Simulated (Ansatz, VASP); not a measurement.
## Co: VASP beside Ansatz

```
Co
1.0
     3.74888    0.00000    0.00000
    -1.87444    3.24662    0.00000
     0.00000    0.00000    2.28846
Co
3
Direct
  0.00000 0.00000 0.00000
  0.33333 0.66667 0.50000
  0.66667 0.33333 0.50000
```

Change from the starting cell: volume scaled by 0.84, PAW files.

Alike in both runs: task single point; functional PBE; k mesh 10 × 10 × 14; occupations fermi-dirac, width 0.05 eV; collinear spin.

```csv
,VASP,Ansatz
version,VASP 6.6.1,Ansatz 0.2.0
potentials or method,"VASP PAW PBE potentials, release 64 (Co)","PAW with Ansatz's default frozen-core files, scalar-relativistic"
plane-wave cutoff (eV),520,420
valence electrons in the cell,27,51
```

|  | VASP | Ansatz | Ansatz less VASP |
| --- | --- | --- | --- |
| pressure (GPa) | 51.6 | 53.5 | +1.91 |
| traceless stress, the component that is largest in VASP (GPa) | 0.22 | 0.01 | -0.207 |
| net moment per atom (μB) | 1.48 | 1.48 | 0.000 |
| size of the moment on the site where the two differ most (μB) | 1.47 | 1.53 | +0.066 |

Site moments also hang on the region over which each program counts them. Both programs put the cell under a high pressure, so it lies far from rest at this level. VASP's potentials hold 27 valence electrons a cell and Ansatz's 51, so a difference there can come from the potentials and not from the codes.
